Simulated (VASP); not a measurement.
Ca, 1 atom in the cell. The structure is cubic, space group Fm-3m (No. 225). Conventional cell: a = 5.343 Å, b = 5.343 Å, c = 5.343 Å, α = 90.00°, β = 90.00°, γ = 90.00°. Ca (site symmetry m-3m) has 12 Ca at 3.78 Å within 5.0 Å. 

```yaml
Program: VASP 6.6.1
Task: relaxation of cell and atoms
Functional: LDA
Potentials_or_basis: VASP PAW LDA potentials, release 64 (Ca_sv)
Cutoff: 600 eV
k_mesh: 13 × 13 × 13
Occupations: fermi-dirac, width 0.08 eV
Spin: no spin polarisation
Dipole_correction: no
Further_INCAR_settings: ALGO = Normal; EDIFF = 1e-06; IBRION = 2; EDIFFG = -0.005; NSW = 60; ISIF = 3
```

Potentials or basis: VASP PAW LDA potentials, release 64 (Ca_sv).

The run is started by

```sh
$ cat potpaw_LDA.64/Ca_sv/POTCAR > POTCAR
$ mpirun -np 1 vasp_std > vasp.out
```

Hardware: 1 thread of Intel(R) Xeon(R) 6975P-C (Granite Rapids), with other jobs on the host.

Question: How long does it take, and how much memory?

Answer: It took 19 s on 1 thread of Intel(R) Xeon(R) 6975P-C (Granite Rapids) (shared host), peak memory 0.18 GiB. Counts: scf iterations 14, k points 84, ion steps 2.
